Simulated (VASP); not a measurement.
The system is BAs.

```
CELL_PARAMETERS angstrom
0.00000 2.39187 2.39187
2.39187 0.00000 2.39187
2.39187 2.39187 0.00000
ATOMIC_POSITIONS crystal
B 0.00000 0.00000 0.00000
As 0.25000 0.25000 0.25000
```

Base run:

| Property | Result |
| --- | --- |
| Program | VASP 6.6.1 |
| Functional | r2SCAN |
| Potentials or basis | VASP PAW PBE potentials, release 64 (B, As) |
| Cutoff | 550 eV |
| k mesh | 8 × 8 × 8 |
| Occupations | gaussian, width 0.01 eV |
| Spin | no spin polarisation |

Its results: band gap on the k mesh 1.39 eV, indirect (least direct gap 3.44 eV); pressure 0.3 GPa.

Question: The run is repeated on the same cell with these changes: k mesh from 8 × 8 × 8 to 4 × 4 × 4. What comes out?

Answer: Band gap on the k mesh 1.60 eV, indirect (least direct gap 3.43 eV); pressure 0.9 GPa.

Caveats: some runs use coarse meshes; the PAW data sets were made with another functional, which shifts forces and pressure a little.

A k mesh can miss the band edges.
